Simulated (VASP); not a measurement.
Input of a VASP 6.6.1 run:

The input POSCAR:

```
ZnCu
1.0
    2.9450000000      0.0000000000      0.0000000000
    0.0000000000      2.9450000000      0.0000000000
    0.0000000000      0.0000000000      2.9450000000
Zn Cu
1 1
Direct
    0.5000000000      0.5000000000      0.5000000000
    0.0000000000      0.0000000000      0.0000000000
```

The input INCAR.step1:

```
SYSTEM = ZnCu
  PREC = Accurate
  ENCUT = 520
  ISMEAR = 0
  SIGMA = 0.05
  LREAL = .FALSE.
  LASPH = .TRUE.
  NELM = 60
  NBANDS = 18
  GGA = PE
  ALGO = Normal
  EDIFF = 1E-4
  LWAVE = .TRUE.
  LCHARG = .FALSE.
```

Contents of INCAR.step2:

```
SYSTEM = ZnCu
  PREC = Accurate
  ENCUT = 520
  EDIFF = 1E-6
  ISMEAR = 0
  SIGMA = 0.05
  LREAL = .FALSE.
  LASPH = .TRUE.
  NELM = 60
  ALGO = Normal
  ISIF = 2
  LWAVE = .FALSE.
  LCHARG = .FALSE.
  METAGGA = R2SCAN
  LMIXTAU = .TRUE.
  NBANDS = 18
  ISTART = 1
```

KPOINTS

```
Automatic mesh
0
G
  15 15 15
  0 0 0
```

Potentials or basis: VASP PAW PBE potentials, release 64 (Zn, Cu).

Run with:

```bash
$ cat potpaw_PBE.64/Zn/POTCAR potpaw_PBE.64/Cu/POTCAR > POTCAR
$ cp INCAR.step1 INCAR
$ mpirun -np 1 vasp_std > vasp.out
$ cp INCAR.step2 INCAR
$ mpirun -np 1 vasp_std > vasp.out
```

(1) Predict the pressure.

## Answers

(1) -2.6 GPa.

Caveat: the PAW data sets were made with another functional, which shifts forces and pressure a little.
